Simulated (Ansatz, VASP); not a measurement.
Two plane-wave programs on MgO

```
CELL_PARAMETERS angstrom
0.00000 2.10220 2.10220
2.10220 0.00000 2.10220
2.10220 2.10220 0.00000
ATOMIC_POSITIONS crystal
Mg 0.00000 0.00000 0.00000
O 0.50000 0.50000 0.50000
```

Alike in both runs: functional r2SCAN; k mesh 10 × 10 × 10; occupations gaussian, width 0.02 eV; no spin polarisation.

Ansatz relaxed the structure, and its values are those at the end. VASP's run is a single point on that final structure, the one shown.

|  | VASP | Ansatz |
| --- | --- | --- |
| version | VASP 6.6.1 | Ansatz 0.2.0 |
| potentials or method | VASP PAW PBE potentials, release 64 (Mg, O), cutoff 520 eV | scalar-relativistic, plane waves, PAW |
| valence electrons in the cell | 8 | 16 |

```tsv
	VASP	Ansatz	Ansatz less VASP
gap on the k mesh at the Fermi level (eV)	5.66	5.68	+0.025
least direct gap on the mesh (eV)	5.66	5.68	+0.025
pressure (GPa)	-1.1	0.0	+1.15
```

VASP's potentials were made for PBE, not for r2SCAN. The functional is the same, so the differences come from potentials, cutoffs and numerics. VASP's potentials hold 8 valence electrons a cell and Ansatz's 16, so a difference there can come from the potentials and not from the codes.
